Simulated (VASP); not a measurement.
# Mg (P6_3/mmc) in VASP: a series of runs

Runs on Mg. Level: PBE. Tasks: relaxation of shape and atoms at fixed volume.

All numbers are computed with VASP 6.6.1; they aren't measurements. Logs are shortened: lines on timing, memory, paths and dates and some standing lists are left out, and cuts for length are marked.

## 1. The cell of the first run

Symmetry: P6_3/mmc, No. 194, hexagonal system. The conventional cell has a = 3.017 Å, b = 3.017 Å, c = 4.891 Å, α = 90.00°, β = 90.00°, γ = 120.00°. Mg (site symmetry -6m2) has 12 Mg at 3.00 to 3.02 Å within 4.0 Å.

## 2. Relaxation of shape and atoms at fixed volume, PBE (volume scaled by 0.840)

Input file INCAR:

```
ALGO     = Normal         # electronic algorithm
EDIFF    = 1E-6           # SCF threshold, eV
EDIFFG   = -0.01          # ionic threshold
ENCUT    = 600            # plane-wave cutoff, eV
GGA      = PE             # functional
IBRION   = 2              # ionic algorithm
ISIF     = 4              # what is computed and relaxed
ISMEAR   = 0              # smearing method
LASPH    = T              # aspherical terms in the spheres
LCHARG   = F              # write CHGCAR
LREAL    = F              # projectors in reciprocal space
LWAVE    = F              # write WAVECAR
NELM     = 80             # most SCF steps
NSW      = 60             # ionic steps
PREC     = Accurate       # precision mode
SIGMA    = 0.05           # smearing width, eV
```

Input file KPOINTS:

```
k-points
0
Gamma
  18 18 10
```

Input file POSCAR:

```
Mg
1.0
    3.0168971481      0.0000000000      0.0000000000
   -1.5084485740      2.6127095708      0.0000000000
    0.0000000000      0.0000000000      4.8911642019
Mg
2
Direct
    0.3333333333      0.6666666667      0.2500000000
    0.6666666667      0.3333333333      0.7500000000
```

Potentials or basis: VASP PAW PBE potentials, release 64 (Mg).

Run with:

```
cat potpaw_PBE.64/Mg/POTCAR > POTCAR
mpirun -np 1 vasp_std > vasp.out
```

OUTCAR:

```text
EDIFF = 1E-6
   EDIFFG = -0.01
   ENCUT = 600
   GGA = PE
   IBRION = 2
   ISIF = 4
   ISMEAR = 0
   LASPH = T
   LREAL = F
   NELM = 80
   NSW = 60
   PREC = Accurate

 ion  position               nearest neighbor table
   1  0.333  0.667  0.250-   2 3.00   2 3.00   2 3.00   2 3.00   2 3.00   2 3.00
   2  0.667  0.333  0.750-   1 3.00   1 3.00   1 3.00   1 3.00   1 3.00   1 3.00

  LATTYP: Found a hexagonal cell.
 ALAT       =     3.0168971481
 C/A-ratio  =     1.6212565301

  Lattice vectors:

 A1 = (   3.0168971481,   0.0000000000,   0.0000000000)
 A2 = (  -1.5084485740,   2.6127095708,   0.0000000000)
 A3 = (   0.0000000000,   0.0000000000,   4.8911642019)

Analysis of symmetry for initial positions (statically):
=====================================================================
 Subroutine PRICEL returns:
 Original cell was already a primitive cell.

 Routine SETGRP: Setting up the symmetry group for a
 hexagonal supercell.

 Subroutine GETGRP returns: Found 24 space group operations
 (whereof 12 operations were pure point group operations)
 out of a pool of 24 trial point group operations.

The static configuration has the point symmetry D_3d.
 The point group associated with its full space group is D_6h.

Analysis of symmetry for dynamics (positions and initial velocities):
=====================================================================
 Subroutine PRICEL returns:
 Original cell was already a primitive cell.

 Routine SETGRP: Setting up the symmetry group for a
 hexagonal supercell.

 Subroutine GETGRP returns: Found 24 space group operations
 (whereof 12 operations were pure point group operations)
 out of a pool of 24 trial point group operations.

The dynamic configuration has the point symmetry D_3d.
 The point group associated with its full space group is D_6h.

 Subroutine INISYM returns: Found 24 space group operations
 (whereof 12 operations are pure point group operations),
 and found     1 'primitive' translations

----------------------------------------------------------------------------------------

                                     Primitive cell

  volume of cell :      38.5535

  direct lattice vectors                    reciprocal lattice vectors
     3.016897148  0.000000000  0.000000000     0.331466388  0.191372208  0.000000000
    -1.508448574  2.612709571  0.000000000     0.000000000  0.382744416  0.000000000
     0.000000000  0.000000000  4.891164202     0.000000000  0.000000000  0.204450302

[... 86 lines left out ...]
   NSW    =     60    number of steps for IOM
   IBRION =      2    ionic relax: 0-MD 1-quasi-New 2-CG
   NFREE  =      1    steps in history (QN), initial steepest desc. (CG)
   ISIF   =      4    stress and relaxation
   ISYM   =      2    0-nonsym 1-usesym 2-fastsym
   POTIM  = 0.5000    time-step for ionic-motion
   TEBEG  =    0.0;   TEEND  =   0.0 temperature during run
   PSTRESS=    0.0 pullay stress
   NELECT =       4.0000    total number of electrons
   NUPDOWN=      -1.0000    fix difference up-down
   EMIN   =  10.00;   EMAX   =-10.00  energy-range for DOS
   EFERMI =   0.00;   METHOD = LEGACY
   ISMEAR =     0;   SIGMA  =   0.05  broadening in eV -4-tet -1-fermi 0-gaus
   EFERMI_NEDOS =   21; number of points for ismear=-14 and -15
   IALGO  =     38    algorithm
   IMIX   =      4    mixing-type and parameters
     AMIX     =   0.40;   BMIX     =  1.00
     AMIX_MAG =   1.60;   BMIX_MAG =  1.00
  volume/ion in A,a.u.               =      19.28       130.09
  Fermi-wavevector in a.u.,A,eV,Ry     =   0.769261  1.453692  8.051411  0.591762
  Thomas-Fermi vector in A             =   1.870211
   LORBIT       =      0    0 simple, 1 ext, 2 COOP (PROOUT), +10 PAW based schemes
   GGA     = PE    functional components
   LHFCALC =     F    Hartree Fock is set to
   AEXX    =    0.0000 exact exchange contribution
   IVDW    =     0    specifies the selected vdW correction
   LEPSILON=     F    determine dielectric tensor
   LRPA    =     F    only Hartree local field effects (RPA)
 conjugate gradient relaxation of ions
 non-spin polarized calculation
 Gauss-broadening in eV      SIGMA  =   0.05
  energy-cutoff  :      600.00
  volume of cell :       38.55
 maximum number of plane-waves:      1320
   NGX = 13   NGY = 13   NGZ = 19

 number of electron       4.0000000 magnetization

 Free energy of the ion-electron system (eV)
  ---------------------------------------------------
  ext. energy  EPLUGINS =         0.00000000
  ---------------------------------------------------
  free energy    TOTEN  =        -2.84315783 eV

  energy without entropy =       -2.84249829  energy(sigma->0) =       -2.84282806

 E-fermi :   3.6030     XC(G=0):  -9.0490

 val. band max:        3.6023262138   @ k =   0.3889   0.0000   0.0000
 cond. band min:       3.6399222770   @ k =   0.5000  -0.0000   0.4000
 fundamental gap:      0.0375960632
 Fermi energy:         3.6029933604

 k-point     1 :       0.0000    0.0000    0.0000
  band No.  band energies     occupation
      1      -4.1047      2.00000
      2       1.6461      2.00000
      3       2.3952      2.00000
      4      15.5839      0.00000
      5      15.5839      0.00000
      6      16.0727      0.00000
[... 199 lines left out ...]
 k-point    24 :       0.3889    0.1111    0.0000
  band No.  band energies     occupation
      1       0.3410      2.00000
      2       2.6034      2.00000
      3       5.7582      0.00000
      4       6.6211      0.00000
      5       7.9922      0.00000
      6       8.0330      0.00000

 [... further k-points ...]

------------------------ aborting loop because EDIFF is reached ----------------------------------------

  FORCE on cell =-STRESS in cart. coord.  units (eV):
  Direction    XX          YY          ZZ          XY          YZ          ZX
  --------------------------------------------------------------------------------------
  -------------------------------------------------------------------------------------
  Total        2.1212285      2.1212285      2.0913930      0.0000000     -0.0000000      0.0000000
  in kB       88.1524023     88.1524023     86.9125199      0.0000000     -0.0000000      0.0000000
  external PRESSURE =      87.7391081 kB  Pullay stress =       0.0000000 kB

 VOLUME and BASIS-vectors are now :
 -----------------------------------------------------------------------------
  energy-cutoff  :      600.00
  volume of cell :       38.55
      direct lattice vectors                 reciprocal lattice vectors
     3.016897148  0.000000000  0.000000000     0.331466388  0.191372208  0.000000000
    -1.508448574  2.612709571  0.000000000     0.000000000  0.382744416  0.000000000
     0.000000000  0.000000000  4.891164202     0.000000000  0.000000000  0.204450302

 POSITION                                       TOTAL-FORCE (eV/Angst)
 -----------------------------------------------------------------------------------
     -0.00000      1.74181      1.22279        -0.000000      0.000000      0.000000
      1.50845      0.87090      3.66837         0.000000     -0.000000      0.000000
 -----------------------------------------------------------------------------------
    total drift:                               -0.000000      0.000000     -0.000000

  FREE ENERGIE OF THE ION-ELECTRON SYSTEM (eV)
  ---------------------------------------------------
  free  energy   TOTEN  =        -2.8431578267 eV

  energy  without entropy=       -2.8424982878  energy(sigma->0) =       -2.84282806

 reached required accuracy - stopping structural energy minimisation
```

OSZICAR:

```text
N       E                     dE             d eps       ncg     rms          rms(c)
DAV:   1     0.599131026212E+00    0.59913E+00   -0.14452E+03  2664   0.535E+02
DAV:   2    -0.283710919943E+01   -0.34362E+01   -0.32283E+01  3510   0.329E+01
DAV:   3    -0.286016394472E+01   -0.23055E-01   -0.22958E-01  3810   0.352E+00
DAV:   4    -0.286022154678E+01   -0.57602E-04   -0.57602E-04  3474   0.144E-01
DAV:   5    -0.286022183238E+01   -0.28561E-06   -0.28550E-06  3732   0.881E-03    0.947E-01
DAV:   6    -0.285144407524E+01    0.87778E-02   -0.28452E-04  3252   0.220E-01    0.604E-01
DAV:   7    -0.284317007643E+01    0.82740E-02   -0.94623E-04  2928   0.357E-01    0.305E-02
DAV:   8    -0.284315890885E+01    0.11168E-04   -0.13320E-05  4128   0.318E-02    0.667E-03
DAV:   9    -0.284315782188E+01    0.10870E-05   -0.11787E-06  2886   0.809E-03    0.686E-04
DAV:  10    -0.284315782669E+01   -0.48155E-08   -0.13021E-08  1908   0.980E-04
   1 F= -.28431578E+01 E0= -.28428281E+01  d E =-.284316E+01
```

Run time: 69 s. Hardware: 1 thread of Intel Xeon 6975P-C, shared host; peak memory 0.21 GiB.

Results:

- Free energy: -2.8432 eV
- Pressure after relaxing: 8.8 GPa
- Band gap on the k mesh: zero (band 2 reaches 4.59 eV, above the bottom of band 3 at 2.40 eV)

Final structure:
```
CELL_PARAMETERS angstrom
3.01690 0.00000 0.00000
-1.50845 2.61271 0.00000
0.00000 0.00000 4.89116
ATOMIC_POSITIONS crystal
Mg 0.33333 0.66667 0.25000
Mg 0.66667 0.33333 0.75000
```

Levels at points of the mesh, in eV from the Fermi level:
```csv
k point,band 1,band 2,band 3,band 4,band 5
"(0.00, 0.00, 0.00)",-7.71,-1.96,-1.21,11.98,11.98
"(0.50, 0.00, 0.00)",-2.45,-2.28,2.95,3.09,3.84
"(0.00, 0.00, 0.50)",-6.14,-6.14,5.61,5.61,12.75
"(0.50, 0.00, 0.50)",-1.29,-1.29,-0.39,-0.39,8.64
```

Caveat: the relaxation stopped at its first step, so nothing moved.

## 3. Relaxation of shape and atoms at fixed volume, PBE (volume scaled by 1.040)

Changes to INCAR since step 2:

```diff
@@ -1,3 +1,3 @@
-ALGO     = Normal         # electronic algorithm
-EDIFF    = 1E-6           # SCF threshold, eV
+ALGO     = Fast           # electronic algorithm
+EDIFF    = 1E-7           # SCF threshold, eV
 EDIFFG   = -0.01          # ionic threshold
@@ -12,3 +12,3 @@
 LWAVE    = F              # write WAVECAR
-NELM     = 80             # most SCF steps
+NELM     = 60             # most SCF steps
 NSW      = 60             # ionic steps
```

Input file KPOINTS:

```
k-points
0
Gamma
  16 16 10
```

Input file POSCAR:

```
Mg
1.0
    3.2395040127      0.0000000000      0.0000000000
   -1.6197520063      2.8054927706      0.0000000000
    0.0000000000      0.0000000000      5.2520670346
Mg
2
Direct
    0.3333333333      0.6666666667      0.2500000000
    0.6666666667      0.3333333333      0.7500000000
```

Potentials or basis: VASP PAW PBE potentials, release 64 (Mg).

Run with:

```
cat potpaw_PBE.64/Mg/POTCAR > POTCAR
mpirun -np 1 vasp_std > vasp.out
```

Wall time 2.2 min (1 thread of Intel Xeon 6975P-C, shared host); peak memory 0.22 GiB.

The run converged. Its results:

- Free energy: -2.9979 eV
- Pressure after relaxing: -1.4 GPa
- Band gap on the k mesh: zero (band 2 reaches 3.42 eV, above the bottom of band 3 at 1.20 eV)

Final structure:
```yaml
crystal:
  lattice:
    - [3.23950, 0.00000, 0.00000]
    - [-1.61975, 2.80549, 0.00000]
    - [0.00000, 0.00000, 5.25207]
  atoms:
    - { symbol: Mg, position: [0.33333, 0.66667, 0.25000] }
    - { symbol: Mg, position: [0.66667, 0.33333, 0.75000] }
```

Levels at points of the mesh, in eV from the Fermi level:
```tsv
k point	band 1	band 2	band 3	band 4	band 5	band 6
(0.00, 0.00, 0.00)	-6.79	-1.64	-1.25	10.68	10.68	10.71
(0.50, 0.00, 0.00)	-2.13	-2.10	2.58	2.99	3.16	3.57
(0.00, 0.00, 0.50)	-5.43	-5.43	4.92	4.92	11.42	11.42
(0.50, 0.00, 0.50)	-1.08	-1.08	-0.48	-0.48	7.80	7.81
```

Caveat: the relaxation stopped at its first step, so nothing moved.
